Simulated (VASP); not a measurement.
Input of a VASP 6.6.1 run:

File POSCAR:

```
MgZn3O4
1.0
    3.2299240000      0.0000000000      0.0000000000
   -1.6149620000      2.7971960000      0.0000000000
    0.0000000000      0.0000000000     10.4017620000
Zn O Mg
3 4 1
Direct
    0.6666670000      0.3333330000      0.2439150000
    0.6666670000      0.3333330000      0.7449470000
    0.3333330000      0.6666670000      0.4940940000
    0.3333330000      0.6666670000      0.1818770000
    0.3333330000      0.6666670000      0.6842200000
    0.6666670000      0.3333330000      0.4338000000
    0.6666670000      0.3333330000      0.9343590000
    0.3333330000      0.6666670000      0.9912220000
```

File INCAR.step1:

```
ALGO = Normal
EDIFF = 1E-5
ENCUT = 580
GGA = PE
GGA_COMPAT = False
ISMEAR = -1
LASPH = True
LCHARG = False
LREAL = False
LWAVE = True
NBANDS = 41
NELM = 120
PREC = Accurate
SIGMA = 0.05
```

Contents of INCAR.step2:

```
ALGO = Normal
EDIFF = 1E-6
ENCUT = 580
GGA_COMPAT = False
ISIF = 2
ISMEAR = -1
ISTART = 1
LASPH = True
LCHARG = False
LMIXTAU = True
LREAL = False
LWAVE = False
METAGGA = R2SCAN
NBANDS = 41
NELM = 120
PREC = Accurate
SIGMA = 0.05
```

File KPOINTS:

```
k-points
0
Gamma
  4 4 1
```

Potentials or basis: VASP PAW PBE potentials, release 64 (Zn, O, Mg).

The run is started by

```sh
$ cat potpaw_PBE.64/Zn/POTCAR potpaw_PBE.64/O/POTCAR potpaw_PBE.64/Mg/POTCAR > POTCAR
$ cp INCAR.step1 INCAR
$ mpirun -np 1 vasp_std > vasp.out
$ cp INCAR.step2 INCAR
$ mpirun -np 1 vasp_std > vasp.out
```

Task: Estimate the band gap on the k mesh.

Result: 1.66 eV.

Task: What does it give for the pressure?

Result: 1.3 GPa.

Forces on the atoms (eV/Å):
```
Zn   0.000  0.000  0.007
Zn   0.000  0.000 -0.024
Zn   0.000  0.000  0.009
O    0.000  0.000 -0.173
O    0.000  0.000 -0.001
O    0.000  0.000 -0.001
O    0.000  0.000  0.153
Mg   0.000  0.000  0.031
```

Caveat: the k points lie up to 0.60 Å⁻¹ apart; the PAW data sets were made with another functional, which shifts forces and pressure a little.
